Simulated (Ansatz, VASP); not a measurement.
## Two plane-wave programs on GdO

The input INCAR:

```
SYSTEM = GdO
ALGO = Normal
EDIFF = 1E-7
ENCUT = 520
GGA = PS
ISIF = 2
ISMEAR = -1
ISPIN = 2
LASPH = .TRUE.
LCHARG = .FALSE.
LMAXMIX = 6
LORBIT = 11
LREAL = .FALSE.
LWAVE = .FALSE.
MAGMOM = -5.69 0
NBANDS = 23
NELM = 150
PREC = Accurate
SIGMA = 0.05
```

The input KPOINTS:

```
k-points
0
G
  9 9 9
  0 0 0
```

The input POSCAR:

```
GdO
1.0
    0.0000000000      2.7000000000      2.7000000000
    2.7000000000      0.0000000000      2.7000000000
    2.7000000000      2.7000000000      0.0000000000
Gd O
1 1
Direct
    0.0000000000      0.0000000000      0.0000000000
    0.7500000000      0.7500000000      0.7500000000
```

Contents of input.yaml:

```yaml
crystal:
  lattice:
    - [0.0, 2.7, 2.7]
    - [2.7, 0.0, 2.7]
    - [2.7, 2.7, 0.0]
  atoms:
    - { symbol: Gd, position: [0.0, 0.0, 0.0], spin: -5.69 }
    - { symbol: O, position: [0.75, 0.75, 0.75] }
hamiltonian:
  xc: pbesol
  pseudopotentials: { kind: paw }
magnetization:
  spin_polarized: true
kpoints:
  mp_grid: { grid: [9, 9, 9] }
scf:
  occupations: { method: fermi_dirac, width: 0.05 }
output:
  forces: true
  stress: true
  eigenvalues: true
  write_density: true
  write_potential: true
  elf: true
  volumetric_format: npy
```

Alike in both runs: task single point; functional PBEsol; k mesh 9 × 9 × 9; occupations fermi-dirac, width 0.05 eV; collinear spin.

|  | VASP | Ansatz |
| --- | --- | --- |
| version | VASP 6.6.1 | Ansatz 0.2.0 |
| potentials or method | VASP PAW PBE potentials, release 64 (Gd, O) | Ansatz PAW |
| plane-wave cutoff (eV) | 520 | 420 |
| valence electrons in the cell | 24 | 24 |

```csv
,VASP,Ansatz,Ansatz less VASP
gap on the k mesh at the Fermi level (eV),none,none,-
pressure (GPa),-4.4,-4.5,-0.09
net moment per atom (μB),3.76,3.75,-0.007
size of the moment on the site where the two differ most (μB),6.87,6.82,-0.051
```

VASP's potentials were made for PBE, not for PBEsol. Site moments also hang on the region over which each program counts them. A gap of «none» marks a metal or a gap that the smearing closes.

Neither program's run includes spin-orbit coupling.
